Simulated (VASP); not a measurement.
Write the native input for VASP 6.6.1 that does the following.

| Property | Result |
| --- | --- |
| Task | single point |
| Functional | LDA |
| Potentials or basis | VASP PAW LDA potentials, release 64 (Ga_d, N) |
| Cutoff | 520 eV |
| k mesh | 10 × 10 × 10 |
| Occupations | gaussian, width 0.02 eV |
| Spin | no spin polarisation |
| Dipole correction | no |
| Further INCAR settings | ALGO = Normal; EDIFF = 1e-06; NBANDS = 16 |

The structure of GaN lies in POSCAR:

```
GaN
1.0
    0.0000000000      2.2277008333      2.2277008333
    2.2277008333      0.0000000000      2.2277008333
    2.2277008333      2.2277008333      0.0000000000
Ga N
1 1
Direct
    0.0000000000      0.0000000000      0.0000000000
    0.7500000000      0.7500000000      0.7500000000
```

The input as run:

INCAR

```
PREC     = Accurate       # precision mode
ENCUT    = 520            # plane-wave cutoff, eV
EDIFF    = 1E-6           # SCF threshold, eV
ISMEAR   = 0              # smearing method
SIGMA    = 0.02           # smearing width, eV
LREAL    = False          # projectors in reciprocal space
LASPH    = True           # aspherical terms in the spheres
NELM     = 60             # most SCF steps
ALGO     = Normal         # electronic algorithm
ISIF     = 2              # what is computed and relaxed
LWAVE    = False          # write WAVECAR
LCHARG   = True           # write CHGCAR
LELF     = True           # ELF
LVHAR    = True         
NBANDS   = 16             # bands
```

KPOINTS

```
regular mesh
0
Gamma
  10 10 10
```

Potentials or basis: VASP PAW LDA potentials, release 64 (Ga_d, N).

Run with:

```sh
$ cat potpaw_LDA.64/Ga_d/POTCAR potpaw_LDA.64/N/POTCAR > POTCAR
$ mpirun -np 1 vasp_std > vasp.out
```

It gave:

```json
{
  "Pressure": "1.1 GPa",
  "Band gap on the k mesh": "1.97 eV"
}
```

Wall time 11 s on 1 thread of Intel Xeon 8259CL, on a shared host, peak memory 0.14 GiB.
